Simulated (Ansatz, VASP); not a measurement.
**Two plane-wave programs on Al2Ru**

Contents of INCAR:

```
SYSTEM = Al2Ru
PREC     = Accurate       ! precision mode
ENCUT    = 500            ! plane-wave cutoff, eV
EDIFF    = 1E-7           ! SCF threshold, eV
ISMEAR   = 0              ! smearing method
SIGMA    = 0.1            ! smearing width, eV
LREAL    = .FALSE.        ! projectors in reciprocal space
LASPH    = .TRUE.         ! aspherical terms in the spheres
NELM     = 120            ! most SCF steps
ALGO     = Normal         ! electronic algorithm
ISIF     = 3              ! what is computed and relaxed
LWAVE    = .FALSE.        ! write WAVECAR
LCHARG   = .FALSE.        ! write CHGCAR
GGA      = PS             ! functional
IBRION   = 2              ! ionic algorithm
NSW      = 80             ! ionic steps
EDIFFG   = -0.015         ! ionic threshold
GGA_COMPAT= .FALSE.      
NELMIN   = 4
```

File KPOINTS:

```
Automatic mesh
0
G
  10 8 10
  0 0 0
```

File POSCAR:

```
Al2Ru
1.0
   -3.1213577630     -3.1213577630      0.0000000000
   -3.1213577630      3.1213577630      0.0000000000
    1.5606788815      1.5606788815     -4.2115520768
Al Ru
4 2
Direct
    0.8409239175      0.5000000000      0.6818478351
    0.3409239175      0.0000000000      0.6818478351
    0.1590760825      0.5000000000      0.3181521649
    0.6590760825      0.0000000000      0.3181521649
    0.5000000000      0.5000000000      0.0000000000
    1.0000000000      0.0000000000      0.0000000000
```

Input for Ansatz:

```yaml
crystal:
  lattice:
    - [-3.121357763, -3.121357763, 0.0]
    - [-3.121357763, 3.121357763, 0.0]
    - [1.5606788815, 1.5606788815, -4.2115520768]
  atoms:
    - { symbol: Al, position: [0.8409239175, 0.5, 0.6818478351] }
    - { symbol: Al, position: [0.3409239175, 0.0, 0.6818478351] }
    - { symbol: Al, position: [0.1590760825, 0.5, 0.3181521649] }
    - { symbol: Al, position: [0.6590760825, 0.0, 0.3181521649] }
    - { symbol: Ru, position: [0.5, 0.5, 0.0] }
    - { symbol: Ru, position: [1.0, 0.0, 0.0] }
basis:
  ecutwfc: 420
kpoints:
  mp_grid: { grid: [10, 8, 10] }
hamiltonian:
  xc: pbesol
scf:
  occupations: { method: gaussian, width: 0.1 }
output:
  forces: true
  stress: true
  eigenvalues: true
relax:
  adjacent_minimum: "off"
  f_tol: 0.015
  max_steps: 60
  cell: { stress_tol: 0.15 }
```

Alike in both runs: task relaxation of cell and atoms; functional PBEsol; k mesh 10 × 8 × 10; occupations gaussian, width 0.1 eV; no spin polarisation.

```csv
,VASP,Ansatz
version,VASP 6.6.1,Ansatz 0.2.0
potentials or method,"VASP PAW PBE potentials, release 64 (Al, Ru_pv), cutoff 500 eV","scalar-relativistic, plane waves, PAW"
valence electrons in the cell,40,44
```

|  | VASP | Ansatz | Ansatz less VASP |
| --- | --- | --- | --- |
| gap on the k mesh at the Fermi level, each at its own relaxed structure (eV) | none | none | - |
| relaxed volume (Å³/atom) | 13.68 | 13.68 | 0.000 |
| relaxed cell length with the largest relative difference (Å) | 4.414 | 4.414 | 0.0000 |

VASP's potentials were made for PBE, not for PBEsol. A gap of «none» marks a metal or a gap that the smearing closes. VASP's potentials hold 40 valence electrons a cell and Ansatz's 44, so a difference there can come from the potentials and not from the codes.

Noted on VASP's run: the relaxation stopped at its first step, so nothing moved.
